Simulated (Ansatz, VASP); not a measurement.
SnPb3O4: VASP beside Ansatz

```
Sn Pb O
1.0
     5.57847    0.00000    0.00000
     0.00000    5.57847    0.00000
     0.00000    0.00000    5.05463
Sn Pb O
1 3 4
Direct
  0.50000 0.50000 0.23537
  0.00000 0.00000 0.23537
  0.00000 0.50000 0.76463
  0.50000 0.00000 0.76463
  0.75000 0.75000 0.00000
  0.25000 0.25000 0.00000
  0.75000 0.25000 0.00000
  0.25000 0.75000 0.00000
```

Alike in both runs: task single point; functional PBE; k mesh 4 × 4 × 4; occupations gaussian, width 0.1 eV; no spin polarisation.

|  | VASP | Ansatz |
| --- | --- | --- |
| version | VASP 6.6.1 | Ansatz 0.2.0 |
| potentials or method | VASP PAW PBE potentials, release 64 (Sn_d, Pb_d, O), cutoff 520 eV | scalar-relativistic, plane waves, PAW |
| valence electrons in the cell | 80 | 80 |

VASP gave:

* gap on the k mesh at the Fermi level (eV): 1.01
* least direct gap on the mesh (eV): 1.01
* pressure (GPa): 3.3
* traceless stress, the component that is largest in VASP (GPa): -0.72
* rms of the force components (eV/Å): 0.486

**Question.** What did Ansatz give for the same quantities?

**Answer.** gap on the k mesh at the Fermi level (eV): 1.00; least direct gap on the mesh (eV): 1.00; pressure (GPa): 3.2; traceless stress, the component that is largest in VASP (GPa): -0.72; rms of the force components (eV/Å): 0.483.

Atom by atom the forces differ by 0.020 eV/Å (rms over components).

Spin-orbit coupling is off throughout.
